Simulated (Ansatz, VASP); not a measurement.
One calculation of Cu, two programs

File POSCAR:

```
Cu
1.0
    2.5340966698      0.0000000000      0.0000000000
   -1.2670483349      2.1945920917      0.0000000000
    0.0000000000      0.0000000000      3.9480681600
Cu
2
Direct
    0.3333333333      0.6666666667      0.2500000000
    0.6666666667      0.3333333333      0.7500000000
```

File INCAR.step1:

```
ALGO = Normal
EDIFF = 1E-4
ENCUT = 520
GGA = PE
ISMEAR = 0
LASPH = True
LCHARG = False
LREAL = False
LWAVE = True
NBANDS = 18
NELM = 100
PREC = Accurate
SIGMA = 0.15
```

File INCAR.step2:

```
ALGO = Normal
EDIFF = 1E-6
ENCUT = 520
ISIF = 2
ISMEAR = 0
ISTART = 1
LASPH = True
LCHARG = False
LMIXTAU = True
LREAL = False
LWAVE = False
METAGGA = R2SCAN
NBANDS = 18
NELM = 100
PREC = Accurate
SIGMA = 0.15
```

File KPOINTS:

```
k-points
0
Gamma
  24 24 12
```

Input for Ansatz:

```yaml
crystal:
  lattice:
    - [2.5340966698, 0.0, 0.0]
    - [-1.2670483349, 2.1945920917, 0.0]
    - [0.0, 0.0, 3.94806816]
  atoms:
    - { symbol: Cu, position: [0.3333333333, 0.6666666667, 0.25] }
    - { symbol: Cu, position: [0.6666666667, 0.3333333333, 0.75] }
basis:
  ecutwfc: 500
kpoints:
  mp_grid: { grid: [24, 24, 12] }
hamiltonian:
  xc: r2scan
scf:
  occupations: { method: gaussian, width: 0.15 }
output:
  forces: true
  stress: true
  eigenvalues: true
```

Change from the starting cell: strain +0.000 along x and y, -0.040 along z, atoms carried along.

Alike in both runs: task single point; functional r2SCAN; k mesh 24 × 24 × 12; occupations gaussian, width 0.15 eV; no spin polarisation.

|  | VASP | Ansatz |
| --- | --- | --- |
| version | VASP 6.6.1 | Ansatz 0.2.0 |
| potentials or method | VASP PAW PBE potentials, release 64 (Cu), cutoff 520 eV | scalar-relativistic, plane waves, PAW |
| valence electrons in the cell | 22 | 38 |

Ansatz gave:

* gap on the k mesh at the Fermi level (eV): none
* pressure (GPa): 8.1
* traceless stress, the component that is largest in VASP (GPa): 7.37

Question: Estimate VASP's values.

Answer: gap on the k mesh at the Fermi level (eV): none; pressure (GPa): 8.8; traceless stress, the component that is largest in VASP (GPa): 7.39.

VASP's potentials were made for PBE, not for r2SCAN. A gap of «none» marks a metal or a gap that the smearing closes. The functional is the same, so the differences come from potentials, cutoffs and numerics. VASP's potentials hold 22 valence electrons a cell and Ansatz's 38, so a difference there can come from the potentials and not from the codes.
